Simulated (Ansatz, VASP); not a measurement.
Ti5Si: VASP beside Ansatz

```
Ti Si
1.0
     2.52284    1.45656    4.44090
    -2.52284    1.45656    4.44090
     0.00000   -2.91312    4.44090
Ti Si
5 1
Direct
  0.15144 0.15144 0.15144
  0.60535 0.39465 0.00000
  0.00000 0.60535 0.39465
  0.84856 0.84856 0.84856
  0.39465 0.00000 0.60535
  0.50000 0.50000 0.50000
```

Alike in both runs: task single point; functional PBEsol; k mesh 6 × 6 × 6; occupations gaussian, width 0.1 eV; no spin polarisation.

```csv
,VASP,Ansatz
version,VASP 6.6.1,Ansatz 0.2.0
potentials or method,"VASP PAW PBE potentials, release 64 (Ti_sv, Si), cutoff 520 eV","scalar-relativistic, plane waves, PAW"
valence electrons in the cell,64,64
```

```tsv
	VASP	Ansatz	Ansatz less VASP
gap on the k mesh at the Fermi level (eV)	none	none	-
pressure (GPa)	-4.5	-4.4	+0.08
traceless stress, the component that is largest in VASP (GPa)	-0.05	-0.07	-0.016
rms of the force components (eV/Å)	0.032	0.032	+0.0005
```

VASP's potentials were made for PBE, not for PBEsol. Atom by atom the forces differ by 0.001 eV/Å (rms over components). A gap of «none» marks a metal or a gap that the smearing closes. The functional is the same, so the differences come from potentials, cutoffs and numerics.
